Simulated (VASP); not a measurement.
# Al (I4/mmm) in VASP: notebook

The runs below take Al through single point, with r2SCAN.

All numbers are computed with VASP 6.6.1; they aren't measurements. Logs are shortened: lines on timing, memory, paths and dates and some standing lists are left out, and cuts for length are marked.

## (1) The cell of the first run

It takes space group I4/mmm (No. 139, tetragonal). The conventional cell has a = 2.802 Å, b = 2.802 Å, c = 4.112 Å, α = 90.00°, β = 90.00°, γ = 90.00°. Within 3.7 Å of Al (site symmetry 4/mmm) lie 12 Al at 2.80 to 2.86 Å.

## (2) Single point, r2SCAN (uniaxial strain along c: +3.0 %)

File POSCAR:

```
Al
1.0
    1.9813671369      1.9813671369      0.0000000000
   -1.9813671369      1.9813671369      0.0000000000
    0.0000000000      0.0000000000      4.1124597501
Al
2
Direct
    0.0000000000      0.0000000000      0.0000000000
    0.5000000000      0.5000000000      0.5000000000
```

File INCAR.step1:

```
SYSTEM = Al
PREC = Accurate
ENCUT = 520
ISMEAR = 0
SIGMA = 0.1
LREAL = .False.
LASPH = .True.
NELM = 60
NBANDS = 10
GGA = PE
ALGO = Normal
EDIFF = 1E-4
LWAVE = .True.
LCHARG = .False.
```

File INCAR.step2:

```
SYSTEM = Al
PREC = Accurate
ENCUT = 520
EDIFF = 1E-6
ISMEAR = 0
SIGMA = 0.1
LREAL = .False.
LASPH = .True.
NELM = 60
ALGO = Normal
ISIF = 2
LWAVE = .False.
LCHARG = .False.
METAGGA = R2SCAN
LMIXTAU = .True.
NBANDS = 10
ISTART = 1
```

File KPOINTS:

```
Automatic mesh
0
Gamma
  18 18 14
  0 0 0
```

Potentials or basis: VASP PAW PBE potentials, release 64 (Al).

The run is started by

```sh
$ cat potpaw_PBE.64/Al/POTCAR > POTCAR
$ cp INCAR.step1 INCAR
$ mpirun -np 1 vasp_std > vasp.out
$ cp INCAR.step2 INCAR
$ mpirun -np 1 vasp_std > vasp.out
```

OUTCAR:

```text
SYSTEM = Al
   PREC = Accurate
   ENCUT = 520
   EDIFF = 1E-6
   ISMEAR = 0
   LREAL = .False.
   LASPH = .True.
   NELM = 60
   ISIF = 2
   METAGGA = R2SCAN
   ISTART = 1

 ion  position               nearest neighbor table
   1  0.000  0.000  0.000-   2 2.86   2 2.86   2 2.86   2 2.86   2 2.86   2 2.86   2 2.86   2 2.86

   2  0.500  0.500  0.500-   1 2.86   1 2.86   1 2.86   1 2.86   1 2.86   1 2.86   1 2.86   1 2.86

  LATTYP: Found a simple tetragonal cell.
 ALAT       =     2.8020762770
 C/A-ratio  =     1.4676473242

  Lattice vectors:

 A1 = (   1.9813671369,   1.9813671369,   0.0000000000)
 A2 = (  -1.9813671369,   1.9813671369,   0.0000000000)
 A3 = (   0.0000000000,   0.0000000000,   4.1124597501)

Analysis of symmetry for initial positions (statically):
=====================================================================
 Subroutine PRICEL returns following result:

  LATTYP: Found a body centered tetragonal cell.
 ALAT       =     2.8020762770
 C/A-ratio  =     1.4676473242

  Lattice vectors:

 A1 = (   1.9813671369,   0.0000000000,  -2.0562298750)
 A2 = (  -1.9813671369,   0.0000000000,  -2.0562298751)
 A3 = (   0.0000000000,   1.9813671369,   2.0562298751)

   2 primitive cells build up your supercell.

 Routine SETGRP: Setting up the symmetry group for a
 simple tetragonal supercell.

 Subroutine GETGRP returns: Found 16 space group operations
 (whereof 16 operations were pure point group operations)
 out of a pool of 16 trial point group operations.

The static configuration has the point symmetry D_4h.

Analysis of symmetry for dynamics (positions and initial velocities):
=====================================================================
 Subroutine PRICEL returns following result:

  LATTYP: Found a body centered tetragonal cell.
 ALAT       =     2.8020762770
 C/A-ratio  =     1.4676473242

  Lattice vectors:

 A1 = (   1.9813671369,   0.0000000000,  -2.0562298750)
 A2 = (  -1.9813671369,   0.0000000000,  -2.0562298751)
 A3 = (   0.0000000000,   1.9813671369,   2.0562298751)

   2 primitive cells build up your supercell.

 Routine SETGRP: Setting up the symmetry group for a
 simple tetragonal supercell.

 Subroutine GETGRP returns: Found 16 space group operations
 (whereof 16 operations were pure point group operations)
 out of a pool of 16 trial point group operations.

The dynamic configuration has the point symmetry D_4h.

 Subroutine INISYM returns: Found 16 space group operations
 (whereof 16 operations are pure point group operations),
 and found     2 'primitive' translations

----------------------------------------------------------------------------------------

                                     Primitive cell

  volume of cell :      16.1448

  direct lattice vectors                    reciprocal lattice vectors
     1.981367137  0.000000000 -2.056229875     0.252351011  0.252351011 -0.243163474
    -1.981367137  0.000000000 -2.056229875    -0.252351011  0.252351011 -0.243163474
     0.000000000  1.981367137  2.056229875     0.000000000  0.504702022  0.000000000

  length of vectors
     2.855502938  2.855502938  2.855502938     0.431845505  0.431845505  0.504702022

  position of ions in fractional coordinates (direct lattice)
     0.000000000  0.000000000  0.000000000

  ion indices of the primitive-cell ions
   primitive index   ion index
                 1           1

----------------------------------------------------------------------------------------

 KPOINTS: Automatic mesh

Automatic generation of k-mesh.
 Grid dimensions read from file:
 generate k-points for:   18   18   14

 Generating k-lattice:

  Cartesian coordinates                     Fractional coordinates (reciprocal lattice)
     0.014019501  0.014019501  0.000000000     0.055555556  0.000000000  0.000000000
    -0.014019501  0.014019501  0.000000000     0.000000000  0.055555556  0.000000000
     0.000000000  0.000000000  0.017368820     0.000000000  0.000000000  0.071428571

  Length of vectors
     0.019826568  0.019826568  0.017368820

  Shift w.r.t. Gamma in fractional coordinates (k-lattice)
     0.000000000  0.000000000  0.000000000

 Subroutine IBZKPT returns following result:
 ===========================================

 Found    440 irreducible k-points:

 Following reciprocal coordinates:
            Coordinates               Weight
  0.000000  0.000000  0.000000      1.000000
  0.055556  0.000000  0.000000      4.000000
  0.111111  0.000000  0.000000      4.000000
  0.166667  0.000000  0.000000      4.000000
  0.222222  0.000000  0.000000      4.000000
  0.277778  0.000000  0.000000      4.000000
[... 16 lines left out ...]
  0.277778  0.111111  0.000000      8.000000
  0.333333  0.111111  0.000000      8.000000
 [... further k-points ...]
   k-points           NKPTS =    440   k-points in BZ     NKDIM =    440   number of bands    NBANDS=     10
   number of dos      NEDOS =    301   number of ions     NIONS =      2
   total plane-waves  NPLWV =  18432
   dimension x,y,z NGX =    24 NGY =   24 NGZ =   32
   dimension x,y,z NGXF=    48 NGYF=   48 NGZF=   64
   ions per type =               2
   NGX,Y,Z   is equivalent  to a cutoff of  14.24, 14.24, 12.94 a.u.
   NGXF,Y,Z  is equivalent  to a cutoff of  28.48, 28.48, 25.87 a.u.
 SYSTEM =  Al
   PREC   = accura    normal or accurate (medium, high low for compatibility)
   ISTART =      1    job   : 0-new  1-cont  2-samecut
   ICHARG =      0    charge: 1-file 2-atom 10-const
   ISPIN  =      1    spin polarized calculation?
   LNONCOLLINEAR =      F non collinear calculations
   LSORBIT =      F    spin-orbit coupling
   LASPH  =      T    aspherical Exc in radial PAW
   ENCUT  =  520.0 eV  38.22 Ry    6.18 a.u.   5.21  5.21  7.65*2*pi/ulx,y,z
   NELM   =     60;   NELMIN=  2; NELMDL=  0     # of ELM steps
   EDIFF  = 0.1E-05   stopping-criterion for ELM
   LREAL  =      F    real-space projection
   EDIFFG = 0.1E-04   stopping-criterion for IOM
   NSW    =      0    number of steps for IOM
   IBRION =     -1    ionic relax: 0-MD 1-quasi-New 2-CG
   NFREE  =      0    steps in history (QN), initial steepest desc. (CG)
   ISIF   =      2    stress and relaxation
   ISYM   =      2    0-nonsym 1-usesym 2-fastsym
   POTIM  = 0.5000    time-step for ionic-motion
   TEBEG  =    0.0;   TEEND  =   0.0 temperature during run
   PSTRESS=    0.0 pullay stress
   NELECT =       6.0000    total number of electrons
   NUPDOWN=      -1.0000    fix difference up-down
   EMIN   =  10.00;   EMAX   =-10.00  energy-range for DOS
   EFERMI =   0.00;   METHOD = LEGACY
   ISMEAR =     0;   SIGMA  =   0.10  broadening in eV -4-tet -1-fermi 0-gaus
   EFERMI_NEDOS =   21; number of points for ismear=-14 and -15
   IALGO  =     38    algorithm
   IMIX   =      4    mixing-type and parameters
     AMIX     =   0.40;   BMIX     =  1.00
     AMIX_MAG =   1.60;   BMIX_MAG =  1.00
  volume/ion in A,a.u.               =      16.14       108.95
  Fermi-wavevector in a.u.,A,eV,Ry     =   0.934196  1.765375 11.874109  0.872722
  Thomas-Fermi vector in A             =   2.060976
   LORBIT       =      0    0 simple, 1 ext, 2 COOP (PROOUT), +10 PAW based schemes
   METAGGA = R2SCAN    functional components
   LHFCALC =     F    Hartree Fock is set to
   AEXX    =    0.0000 exact exchange contribution
   IVDW    =     0    specifies the selected vdW correction
   LEPSILON=     F    determine dielectric tensor
   LRPA    =     F    only Hartree local field effects (RPA)
 non-spin polarized calculation
 Gauss-broadening in eV      SIGMA  =   0.10
  energy-cutoff  :      520.00
  volume of cell :       32.29
 maximum number of plane-waves:       892
 NGX is ok and might be reduce to    24
   NGX = 11   NGY = 11   NGZ = 15

 number of electron       6.0000000 magnetization

 Free energy of the ion-electron system (eV)
  ---------------------------------------------------
  ext. energy  EPLUGINS =         0.00000000
  ---------------------------------------------------
  free energy    TOTEN  =       -13.46800585 eV

  energy without entropy =      -13.46436918  energy(sigma->0) =      -13.46618752

 E-fermi :   8.2666     XC(G=0): -10.9882

 val. band max:        8.2650749213   @ k =   0.3889   0.1111   0.2857
 cond. band min:       8.2816807248   @ k =   0.3889   0.3333   0.4286
 fundamental gap:      0.0166058035
 Fermi energy:         8.2666218154

 k-point     1 :       0.0000    0.0000    0.0000
  band No.  band energies     occupation
      1      -3.7488      2.00000
      2       4.6523      2.00000
      3       6.0606      2.00000
      4      14.0287      0.00000
      5      14.8535      0.00000
      6      14.8535      0.00000
      7      18.8543      0.00000
      8      21.4165      0.00000
      9      21.8574      0.00000
     10      21.8574      0.00000

 k-point     2 :       0.0556    0.0000    0.0000
  band No.  band energies     occupation
      1      -3.6869      2.00000
      2       4.7091      2.00000
      3       6.1189      2.00000
      4      12.8534      0.00000
      5      14.9060      0.00000
      6      15.6383      0.00000
      7      19.3978      0.00000
      8      20.8274      0.00000
      9      20.8347      0.00000
     10      21.9174      0.00000

 k-point     3 :       0.1111    0.0000    0.0000
  band No.  band energies     occupation
      1      -3.5016      2.00000
      2       4.8794      2.00000
      3       6.2917      2.00000
      4      11.2228      0.00000
      5      15.0633      0.00000
      6      16.2964      0.00000
      7      19.1589      0.00000
      8      19.6625      0.00000
      9      20.8280      0.00000
     10      22.0973      0.00000
[... 248 lines left out ...]
 k-point    23 :       0.2778    0.1111    0.0000
  band No.  band energies     occupation
      1      -1.9667      2.00000
      2       6.3011      2.00000
      3       6.4189      2.00000
      4       7.9708      1.99997
      5      13.1815      0.00000
      6      14.5235      0.00000
      7      15.7599      0.00000
      8      20.6034      0.00000
      9      20.9482      0.00000
     10      21.2451      0.00000

 k-point    24 :       0.3333    0.1111    0.0000
  band No.  band energies     occupation
      1      -1.2966      2.00000
      2       5.0738      2.00000
      3       6.9276      2.00000
      4       8.5410      0.00010
      5      13.0974      0.00000
      6      13.7720      0.00000
      7      14.5119      0.00000
      8      19.6324      0.00000
      9      21.2362      0.00000
     10      21.8973      0.00000

 [... further k-points ...]

------------------------ aborting loop because EDIFF is reached ----------------------------------------

  FORCE on cell =-STRESS in cart. coord.  units (eV):
  Direction    XX          YY          ZZ          XY          YZ          ZX
  --------------------------------------------------------------------------------------
  -------------------------------------------------------------------------------------
  Total       -0.0901470     -0.0901470     -0.7413450      0.0000000     -0.0000000     -0.0000000
  in kB       -4.4730128     -4.4730128    -36.7848810      0.0000000     -0.0000000     -0.0000000
  external PRESSURE =     -15.2436355 kB  Pullay stress =       0.0000000 kB

 VOLUME and BASIS-vectors are now :
 -----------------------------------------------------------------------------
  energy-cutoff  :      520.00
  volume of cell :       32.29
      direct lattice vectors                 reciprocal lattice vectors
     1.981367137  1.981367137  0.000000000     0.252351011  0.252351011  0.000000000
    -1.981367137  1.981367137  0.000000000    -0.252351011  0.252351011  0.000000000
     0.000000000  0.000000000  4.112459750     0.000000000  0.000000000  0.243163474

 POSITION                                       TOTAL-FORCE (eV/Angst)
 -----------------------------------------------------------------------------------
      0.00000      0.00000      0.00000        -0.000000      0.000000      0.000000
      0.00000      1.98137      2.05623         0.000000     -0.000000     -0.000000
 -----------------------------------------------------------------------------------
    total drift:                               -0.000000      0.000000     -0.000000

  FREE ENERGIE OF THE ION-ELECTRON SYSTEM (eV)
  ---------------------------------------------------
  free  energy   TOTEN  =       -13.4680058484 eV

  energy  without entropy=      -13.4643691834  energy(sigma->0) =      -13.46618752
```

It took 1.8 min on 1 thread of Intel Xeon 6975P-C (Granite Rapids), shared host; peak memory 0.23 GiB.

Results:

| Quantity | Value |
| --- | --- |
| Free energy | -13.4680 eV |
| Pressure | -1.5 GPa |
| Band gap on the k mesh | zero (bands 3 and 4 overlap by 12.48 eV) |

Caveat: the cell differs from its parent crystal (uniaxial strain along c: +3.0 %); the PAW data sets were made with another functional, which shifts forces and pressure a little.

(Continued in part 2 of 2.)
